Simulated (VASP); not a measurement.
Write the native input for VASP 6.6.1 that does the following.

```
Task                   : single point
Functional             : PBEsol
Potentials or basis    : VASP PAW PBE potentials, release 64 (Co, Si)
Cutoff                 : 520 eV
k mesh                 : 10 × 10 × 8
Occupations            : gaussian, width 0.1 eV
Spin                   : no spin polarisation
Dipole correction      : no
Further INCAR settings : ALGO = Normal; EDIFF = 1e-06; NBANDS = 26
```

The structure of CoSi2 lies in POSCAR:

```
CoSi2
1.0
    2.6268953862      2.6268953862      0.0000000000
   -2.6268953862      2.6268953862      0.0000000000
    0.0000000000      0.0000000000      5.4718831702
Co Si
2 4
Direct
    0.0000000000      0.0000000000      0.0000000000
    0.5000000000      0.5000000000      0.5000000000
    0.0000000000      0.5000000000      0.7500000000
    0.5000000000      0.0000000000      0.7500000000
    0.5000000000      0.0000000000      0.2500000000
    0.0000000000      0.5000000000      0.2500000000
```

This cell differs from its parent crystal: uniaxial strain along c: +3.0 %, then relaxed in part.

The input as run:

INCAR

```
ALGO     = Normal         # electronic algorithm
EDIFF    = 1E-6           # SCF threshold, eV
ENCUT    = 520            # plane-wave cutoff, eV
GGA      = PS             # functional
ISIF     = 2              # what is computed and relaxed
ISMEAR   = 0              # smearing method
LASPH    = T              # aspherical terms in the spheres
LCHARG   = F              # write CHGCAR
LREAL    = F              # projectors in reciprocal space
LWAVE    = F              # write WAVECAR
NBANDS   = 26             # bands
NELM     = 60             # most SCF steps
PREC     = Accurate       # precision mode
SIGMA    = 0.1            # smearing width, eV
```

KPOINTS

```
k-points
0
Gamma
  10 10 8
```

Potentials or basis: VASP PAW PBE potentials, release 64 (Co, Si).

Launch:

```bash
$ cat potpaw_PBE.64/Co/POTCAR potpaw_PBE.64/Si/POTCAR > POTCAR
$ mpirun -np 1 vasp_std > vasp.out
```

Results of the run:

* Pressure: -1.2 GPa
* Band gap on the k mesh: zero (bands 17 and 18 overlap by 3.34 eV)

Caveat: the cell differs from its parent crystal (uniaxial strain along c: +3.0 %, then relaxed in part); the PAW data sets were made with another functional, which shifts forces and pressure a little; the run has no spin polarisation, though such a crystal can be magnetic.

It took 120 s on 1 thread of AMD EPYC 9R45 96-Core Processor (Zen 5), with other jobs on the host, peak memory 0.26 GiB.
